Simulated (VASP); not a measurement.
# CaO in VASP: notebook

Aim: see how the results for CaO move with the level of theory and the settings. Levels: PBEsol, PBE-based screened hybrid with 25 % exact exchange, PBE0+D3(BJ). Tasks: single point.

Program: VASP 6.6.1. These are calculated values, not measurements. Logs are shortened: lines on timing, memory, paths and dates and some standing lists are left out, and cuts for length are marked.

## 1. The cell of the first run

Symmetry: Immm, No. 71, orthorhombic system. The conventional cell has a = 3.365 Å, b = 3.433 Å, c = 4.807 Å, α = 90.00°, β = 90.00°, γ = 90.00°. Ca (site symmetry mmm) has 6 O at 2.40 Å within 3.2 Å. O (site symmetry mmm) has 6 Ca at 2.40 Å within 3.2 Å.

## 2. Single point, PBEsol

File INCAR:

```
  PREC = Accurate
  ENCUT = 600
  EDIFF = 1E-6
  ISMEAR = -1
  SIGMA = 0.05
  LREAL = F
  LASPH = T
  NELM = 120
  ALGO = Normal
  ISIF = 2
  LWAVE = F
  LCHARG = F
  GGA = PS
  NBANDS = 15
  GGA_COMPAT = F
```

File KPOINTS:

```
Automatic mesh
0
Gamma
  8 8 8
```

File POSCAR:

```
CaO
1.0
    0.0240355570      2.4035556960      2.4035556960
    2.4035556960      0.0240355570      2.4035556960
    2.4275912530      2.4275912530      0.0000000000
Ca O
1 1
Direct
    0.0000000000      0.0000000000      0.0000000000
    0.5000000000      0.5000000000      0.5000000000
```

Potentials or basis: VASP PAW PBE potentials, release 64 (Ca_sv, O).

Run with:

```sh
> cat potpaw_PBE.64/Ca_sv/POTCAR potpaw_PBE.64/O/POTCAR > POTCAR
> mpirun -np 1 vasp_std > vasp.out
```

OUTCAR:

```text
PREC = Accurate
   ENCUT = 600
   EDIFF = 1E-6
   ISMEAR = -1
   LREAL = F
   LASPH = T
   NELM = 120
   ISIF = 2
   GGA = PS

 ion  position               nearest neighbor table
   1  0.000  0.000  0.000-   2 2.40   2 2.40   2 2.40   2 2.40   2 2.40   2 2.40
   2  0.500  0.500  0.500-   1 2.40   1 2.40   1 2.40   1 2.40   1 2.40   1 2.40

  LATTYP: Found a body centered orthorhombic cell.
 ALAT       =     3.3651496525
 B/A-ratio  =     1.0202020202
 C/A-ratio  =     1.4284985479

  Lattice vectors:

 A1 = (   2.4035556960,   0.0240355570,  -2.4035556960)
 A2 = (  -2.4035556960,  -0.0240355570,  -2.4035556960)
 A3 = (   0.0240355570,   2.4035556960,   2.4035556960)

Analysis of symmetry for initial positions (statically):
=====================================================================
 Subroutine PRICEL returns:
 Original cell was already a primitive cell.

 Routine SETGRP: Setting up the symmetry group for a
 body centered orthorhombic supercell.

 Subroutine GETGRP returns: Found  8 space group operations
 (whereof  8 operations were pure point group operations)
 out of a pool of  8 trial point group operations.

The static configuration has the point symmetry D_2h.

Analysis of symmetry for dynamics (positions and initial velocities):
=====================================================================
 Subroutine PRICEL returns:
 Original cell was already a primitive cell.

 Routine SETGRP: Setting up the symmetry group for a
 body centered orthorhombic supercell.

 Subroutine GETGRP returns: Found  8 space group operations
 (whereof  8 operations were pure point group operations)
 out of a pool of  8 trial point group operations.

The dynamic configuration has the point symmetry D_2h.

 Subroutine INISYM returns: Found  8 space group operations
 (whereof  8 operations are pure point group operations),
 and found     1 'primitive' translations

----------------------------------------------------------------------------------------

                                     Primitive cell

  volume of cell :      27.7683

  direct lattice vectors                    reciprocal lattice vectors
     0.024035557  2.403555696  2.403555696    -0.210126400  0.210126400  0.208025136
     2.403555696  0.024035557  2.403555696     0.210126400 -0.210126400  0.208025136
     2.427591253  2.427591253  0.000000000     0.205965481  0.205965481 -0.208025136

  length of vectors
     3.399226041  3.399226041  3.433132474     0.362740492  0.362740492  0.357935771

  position of ions in fractional coordinates (direct lattice)
     0.000000000  0.000000000  0.000000000
     0.500000000  0.500000000  0.500000000

  ion indices of the primitive-cell ions
   primitive index   ion index
                 1           1
                 2           2

----------------------------------------------------------------------------------------

 KPOINTS: Automatic mesh

Automatic generation of k-mesh.
 Grid dimensions read from file:
 generate k-points for:    8    8    8

 Generating k-lattice:

  Cartesian coordinates                     Fractional coordinates (reciprocal lattice)
    -0.026265800  0.026265800  0.026003142     0.125000000  0.000000000  0.000000000
     0.026265800 -0.026265800  0.026003142     0.000000000  0.125000000  0.000000000
     0.025745685  0.025745685 -0.026003142     0.000000000  0.000000000  0.125000000

  Length of vectors
     0.045342562  0.045342562  0.044741971

  Shift w.r.t. Gamma in fractional coordinates (k-lattice)
     0.000000000  0.000000000  0.000000000

 Subroutine IBZKPT returns following result:
 ===========================================

 Found     95 irreducible k-points:

 Following reciprocal coordinates:
            Coordinates               Weight
  0.000000  0.000000  0.000000      1.000000
  0.125000  0.000000  0.000000      4.000000
  0.250000  0.000000  0.000000      4.000000
  0.375000  0.000000  0.000000      4.000000
  0.500000  0.000000  0.000000      2.000000
  0.125000  0.125000  0.000000      2.000000
[... 16 lines left out ...]
  0.125000 -0.000000  0.125000      4.000000
  0.250000  0.000000  0.125000      8.000000
 [... further k-points ...]
   k-points           NKPTS =     95   k-points in BZ     NKDIM =     95   number of bands    NBANDS=     15
   number of dos      NEDOS =    301   number of ions     NIONS =      2
   total plane-waves  NPLWV =  21952
   dimension x,y,z NGX =    28 NGY =   28 NGZ =   28
   dimension x,y,z NGXF=    56 NGYF=   56 NGZF=   56
   ions per type =               1   1
   NGX,Y,Z   is equivalent  to a cutoff of  13.69, 13.69, 13.56 a.u.
   NGXF,Y,Z  is equivalent  to a cutoff of  27.39, 27.39, 27.12 a.u.
 SYSTEM =  unknown system
   PREC   = accura    normal or accurate (medium, high low for compatibility)
   ISTART =      0    job   : 0-new  1-cont  2-samecut
   ICHARG =      2    charge: 1-file 2-atom 10-const
   ISPIN  =      1    spin polarized calculation?
   LNONCOLLINEAR =      F non collinear calculations
   LSORBIT =      F    spin-orbit coupling
   LASPH  =      T    aspherical Exc in radial PAW
   ENCUT  =  600.0 eV  44.10 Ry    6.64 a.u.   6.79  6.79  6.86*2*pi/ulx,y,z
   NELM   =    120;   NELMIN=  2; NELMDL= -5     # of ELM steps
   EDIFF  = 0.1E-05   stopping-criterion for ELM
   LREAL  =      F    real-space projection
   EDIFFG = 0.1E-04   stopping-criterion for IOM
   NSW    =      0    number of steps for IOM
   IBRION =     -1    ionic relax: 0-MD 1-quasi-New 2-CG
   NFREE  =      0    steps in history (QN), initial steepest desc. (CG)
   ISIF   =      2    stress and relaxation
   ISYM   =      2    0-nonsym 1-usesym 2-fastsym
   POTIM  = 0.5000    time-step for ionic-motion
   TEBEG  =    0.0;   TEEND  =   0.0 temperature during run
   PSTRESS=    0.0 pullay stress
   NELECT =      16.0000    total number of electrons
   NUPDOWN=      -1.0000    fix difference up-down
   EMIN   =  10.00;   EMAX   =-10.00  energy-range for DOS
   EFERMI =   0.00;   METHOD = LEGACY
   ISMEAR =    -1;   SIGMA  =   0.05  broadening in eV -4-tet -1-fermi 0-gaus
   EFERMI_NEDOS =   21; number of points for ismear=-14 and -15
   IALGO  =     38    algorithm
   IMIX   =      4    mixing-type and parameters
     AMIX     =   0.40;   BMIX     =  1.00
     AMIX_MAG =   1.60;   BMIX_MAG =  1.00
  volume/ion in A,a.u.               =      13.88        93.69
  Fermi-wavevector in a.u.,A,eV,Ry     =   1.362276  2.574328 25.249637  1.855796
  Thomas-Fermi vector in A             =   2.488780
   LORBIT       =      0    0 simple, 1 ext, 2 COOP (PROOUT), +10 PAW based schemes
   GGA     = PS    functional components
   LHFCALC =     F    Hartree Fock is set to
   AEXX    =    0.0000 exact exchange contribution
   IVDW    =     0    specifies the selected vdW correction
   LEPSILON=     F    determine dielectric tensor
   LRPA    =     F    only Hartree local field effects (RPA)
 non-spin polarized calculation
  energy-cutoff  :      600.00
  volume of cell :       27.77
 maximum number of plane-waves:       941
   NGX = 13   NGY = 13   NGZ = 13

 number of electron      15.9999998 magnetization

 Free energy of the ion-electron system (eV)
  ---------------------------------------------------
  ext. energy  EPLUGINS =         0.00000000
  ---------------------------------------------------
  free energy    TOTEN  =       -13.40793048 eV

  energy without entropy =      -13.40793048  energy(sigma->0) =      -13.40793048

 E-fermi :   3.1593     XC(G=0): -10.7343

 val. band max:        2.2274628905   @ k =   0.0000   0.0000   0.0000
 cond. band min:       5.7257724732   @ k =   0.5000   0.5000   0.0000
 fundamental gap:      3.4983095827
 Fermi energy:         3.1593039607

 k-point     1 :       0.0000    0.0000    0.0000
  band No.  band energies     occupation
      1     -35.1974      2.00000
      2     -16.0400      2.00000
      3     -16.0387      2.00000
      4     -16.0369      2.00000
      5     -13.2513      2.00000
      6       2.1601      2.00000
      7       2.1920      2.00000
      8       2.2275      2.00000
      9       6.7484      0.00000
     10       8.2816      0.00000
     11       8.3844      0.00000
     12       8.4876      0.00000
     13       9.9223      0.00000
     14       9.9231      0.00000
     15      17.0225      0.00000

 k-point     2 :       0.1250    0.0000    0.0000
  band No.  band energies     occupation
      1     -35.1813      2.00000
      2     -16.2598      2.00000
      3     -16.0479      2.00000
      4     -16.0477      2.00000
      5     -13.0194      2.00000
      6       1.6618      2.00000
      7       1.9393      2.00000
      8       1.9888      2.00000
      9       7.4409      0.00000
     10       8.3884      0.00000
     11       8.5584      0.00000
     12       8.6980      0.00000
     13      10.2971      0.00000
     14      10.2971      0.00000
     15      17.6610      0.00000

 k-point     3 :       0.2500    0.0000    0.0000
  band No.  band energies     occupation
      1     -35.1424      2.00000
      2     -16.6993      2.00000
      3     -16.0705      2.00000
      4     -16.0670      2.00000
      5     -12.5550      2.00000
      6       0.6350      2.00000
      7       1.4679      2.00000
      8       1.5280      2.00000
      9       8.3782      0.00000
     10       8.9476      0.00000
     11       9.2868      0.00000
     12       9.4339      0.00000
     13      11.1941      0.00000
     14      11.1965      0.00000
     15      18.0944      0.00000

 k-point     4 :       0.3750    0.0000    0.0000
  band No.  band energies     occupation
      1     -35.1031      2.00000
      2     -17.0607      2.00000
      3     -16.0930      2.00000
      4     -16.0858      2.00000
      5     -12.1654      2.00000
      6      -0.1894      2.00000
      7       1.0595      2.00000
      8       1.1288      2.00000
      9       8.8565      0.00000
     10      10.1173      0.00000
     11      10.1369      0.00000
     12      10.3013      0.00000
     13      12.1760      0.00000
     14      12.1795      0.00000
     15      17.0124      0.00000
[... 307 lines left out ...]
 k-point    22 :       0.0000    0.0000    0.1250
  band No.  band energies     occupation
      1     -35.1824      2.00000
      2     -16.2604      2.00000
      3     -16.0461      2.00000
      4     -16.0453      2.00000
      5     -13.0187      2.00000
      6       1.6227      2.00000
      7       1.9692      2.00000
      8       2.0208      2.00000
      9       7.4397      0.00000
     10       8.2811      0.00000
     11       8.6167      0.00000
     12       8.7497      0.00000
     13      10.2920      0.00000
     14      10.2935      0.00000
     15      17.6100      0.00000

 k-point    23 :       0.1250   -0.0000    0.1250
  band No.  band energies     occupation
      1     -35.1768      2.00000
      2     -16.2656      2.00000
      3     -16.0732      2.00000
      4     -16.0731      2.00000
      5     -12.9787      2.00000
      6       1.3403      2.00000
      7       2.0705      2.00000
      8       2.0729      2.00000
      9       7.5109      0.00000
     10       7.8347      0.00000
     11       8.9638      0.00000
     12       8.9689      0.00000
     13      10.0793      0.00000
     14      10.7414      0.00000
     15      17.8801      0.00000

 k-point    24 :       0.2500    0.0000    0.1250
  band No.  band energies     occupation
      1     -35.1454      2.00000
      2     -16.5744      2.00000
      3     -16.1079      2.00000
      4     -16.0878      2.00000
      5     -12.6763      2.00000
      6       0.6891      2.00000
      7       1.6864      2.00000
      8       1.8058      2.00000
      9       7.6230      0.00000
     10       8.5156      0.00000
     11       9.5340      0.00000
     12       9.6889      0.00000
     13      10.5729      0.00000
     14      11.5949      0.00000
     15      18.5475      0.00000

 [... further k-points ...]

------------------------ aborting loop because EDIFF is reached ----------------------------------------

  FORCE on cell =-STRESS in cart. coord.  units (eV):
  Direction    XX          YY          ZZ          XY          YZ          ZX
  --------------------------------------------------------------------------------------
  -------------------------------------------------------------------------------------
  Total       -0.3900481     -0.3900481     -0.3967986     -0.2647611     -0.0000000      0.0000000
  in kB      -22.5050336    -22.5050336    -22.8945226    -15.2762106     -0.0000000      0.0000000
  external PRESSURE =     -22.6348632 kB  Pullay stress =       0.0000000 kB

 VOLUME and BASIS-vectors are now :
 -----------------------------------------------------------------------------
  energy-cutoff  :      600.00
  volume of cell :       27.77
      direct lattice vectors                 reciprocal lattice vectors
     0.024035557  2.403555696  2.403555696    -0.210126400  0.210126400  0.208025136
     2.403555696  0.024035557  2.403555696     0.210126400 -0.210126400  0.208025136
     2.427591253  2.427591253  0.000000000     0.205965481  0.205965481 -0.208025136

 POSITION                                       TOTAL-FORCE (eV/Angst)
 -----------------------------------------------------------------------------------
      0.00000      0.00000      0.00000         0.000000     -0.000000      0.000000
      2.42759      2.42759      2.40356        -0.000000      0.000000      0.000000
 -----------------------------------------------------------------------------------
    total drift:                                0.000000      0.000000      0.000000

  FREE ENERGIE OF THE ION-ELECTRON SYSTEM (eV)
  ---------------------------------------------------
  free  energy   TOTEN  =       -13.4079304797 eV

  energy  without entropy=      -13.4079304796  energy(sigma->0) =      -13.40793048
```

Wall time 70 s (1 thread of Intel Xeon 8259CL, shared host); peak memory 0.19 GiB.

What came out:

```yaml
Free_energy: -13.4079 eV
Pressure: -2.3 GPa
Band_gap_on_the_k_mesh: 3.50 eV (least direct gap 3.86 eV)
```

Caveat: the PAW data sets were made with another functional, which shifts forces and pressure a little. A k mesh can miss the band edges.

## 3. Single point, PBEsol

File INCAR:

```
SYSTEM = CaO
PREC = Accurate
ENCUT = 600
EDIFF = 1E-6
ISMEAR = -1
SIGMA = 0.05
LREAL = .FALSE.
LASPH = .TRUE.
NELM = 120
ALGO = Normal
ISIF = 2
LWAVE = .FALSE.
LCHARG = .TRUE.
GGA = PS
LELF = .TRUE.
LVHAR = .TRUE.
NBANDS = 15
GGA_COMPAT = .FALSE.
```

File KPOINTS:

```
Automatic mesh
0
G
  8 8 8
  0 0 0
```

File POSCAR:

```
CaO
1.0
    0.0480711139      2.4035556960      2.4035556960
    2.4035556960      0.0480711139      2.4035556960
    2.4516268099      2.4516268099      0.0000000000
Ca O
1 1
Direct
    0.0000000000      0.0000000000      0.0000000000
    0.5000000000      0.5000000000      0.5000000000
```

Potentials or basis: VASP PAW PBE potentials, release 64 (Ca_sv, O).

Run with:

```sh
> cat potpaw_PBE.64/Ca_sv/POTCAR potpaw_PBE.64/O/POTCAR > POTCAR
> mpirun -np 1 vasp_std > vasp.out
```

Wall time 71 s (1 thread of Intel Xeon 8259CL, shared host); peak memory 0.19 GiB.

It converged, with:

```yaml
Free_energy: -13.4001 eV
Pressure: -2.3 GPa
Band_gap_on_the_k_mesh: 3.45 eV (least direct gap 3.81 eV)
```

Stress tensor (GPa, compression positive):
```
-2.22 -3.06  0.00
-3.06 -2.22  0.00
 0.00  0.00 -2.37
```

Levels at points of the mesh, in eV from the valence-band top:
```
           k point  band 6  band 7  band 8  band 9  band 10  band 11
(0.00, 0.00, 0.00)   -0.14   -0.07    0.00    4.47     5.91     6.12
(0.50, 0.00, 0.00)   -2.76   -1.43   -1.29    6.95     8.24     8.25
(0.50, 0.50, 0.00)   -1.40   -0.54   -0.35    3.45     7.97     8.85
(0.00, 0.00, 0.50)   -2.78   -1.30   -1.14    6.86     8.11     8.27
(0.50, 0.00, 0.50)   -1.40   -0.45   -0.45    3.46     7.94     8.83
```

Caveat: the PAW data sets were made with another functional, which shifts forces and pressure a little.

(Continued in part 2 of 2.)
